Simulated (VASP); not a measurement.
# MgSi16 (a cell with a defect): single point with PBE

MgSi16 (a cell with a defect):

```xyz
17
Lattice="0.0000 5.4697 5.4697 5.4697 0.0000 5.4697 5.4697 5.4697 0.0000" Properties=species:S:1:pos:R:3 pbc="T T T"
Si    4.0916    4.0955    4.0968
Si    6.8587    6.8631    4.0965
Si    6.8587    4.0957    6.8636
Si    9.5207    6.9034    6.9041
Si    4.0912    6.8634    6.8634
Si    6.9001    9.5240    6.9049
Si    6.8993    6.9035    9.5251
Si    9.5206    9.5249    9.5251
Si    2.7402    2.7447    2.7453
Si    5.4753    5.4790    2.7837
Si    5.4755    2.7825    5.4801
Si    8.1717    5.4791    5.4799
Si    2.7785    5.4795    5.4801
Si    5.4750    8.1760    5.4800
Si    5.4749    5.4794    8.1759
Si    8.2106    8.2135    8.2152
Mg    0.0060    0.0091    0.0105
```

```json
{
 "Program": "VASP 6.6.1",
 "Task": "single point",
 "Functional": "PBE",
 "Potentials or basis": "VASP PAW PBE potentials, release 64 (Si, Mg)",
 "Cutoff": "520 eV",
 "k mesh": "2 × 2 × 2",
 "Occupations": "gaussian, width 0.01 eV",
 "Spin": "no spin polarisation",
 "Dipole correction": "no",
 "Further INCAR settings": "LREAL = Auto; ALGO = Normal; EDIFF = 1e-06; NBANDS = 47"
}
```

```
Pressure               : 3.4 GPa
Largest force          : 0.007 eV/Å
Band gap on the k mesh : zero (band 33 reaches 6.79 eV, above the bottom of band 34 at 6.39 eV)
```

Forces on the atoms (eV/Å):
```
Si   0.001  0.002  0.000
Si  -0.002 -0.003  0.000
Si   0.000  0.001 -0.001
Si   0.001 -0.003  0.000
Si   0.003 -0.003 -0.002
Si  -0.004  0.004 -0.003
Si   0.000 -0.001  0.001
Si   0.000 -0.002 -0.001
Si   0.000 -0.001  0.001
Si   0.001  0.000 -0.002
Si  -0.002 -0.002 -0.001
Si   0.004  0.003  0.000
Si  -0.003 -0.001  0.001
Si   0.002  0.005  0.000
Si   0.000  0.000  0.007
Si  -0.001  0.001 -0.001
Mg   0.001  0.001  0.002
```

Levels at points of the mesh, in eV from the Fermi level:
| k point | band 30 | band 31 | band 32 | band 33 | band 34 | band 35 |
| --- | --- | --- | --- | --- | --- | --- |
| (0.00, 0.00, 0.00) | -0.88 | -0.88 | -0.88 | -0.76 | -0.32 | -0.32 |
| (0.50, 0.00, 0.00) | -1.70 | -1.56 | -1.56 | 0.07 | 0.41 | 0.41 |
| (0.00, 0.50, 0.00) | -1.71 | -1.56 | -1.56 | 0.07 | 0.41 | 0.41 |
| (0.00, 0.00, 0.50) | -1.70 | -1.56 | -1.56 | 0.07 | 0.41 | 0.41 |
| (0.50, 0.50, 0.50) | -1.70 | -1.56 | -1.56 | 0.07 | 0.41 | 0.41 |
| (0.50, 0.50, 0.00) | -2.21 | -2.20 | -2.06 | 0.00 | 0.13 | 1.19 |
| (0.00, 0.50, 0.50) | -2.21 | -2.20 | -2.06 | 0.00 | 0.13 | 1.19 |
| (0.50, 0.00, 0.50) | -2.21 | -2.20 | -2.06 | 0.00 | 0.13 | 1.19 |

Run time: 110 s on 1 thread of Intel(R) Xeon(R) 6975P-C (Granite Rapids), on a shared host, peak memory 0.49 GiB.

Caveat: the k points lie up to 0.50 Å⁻¹ apart.
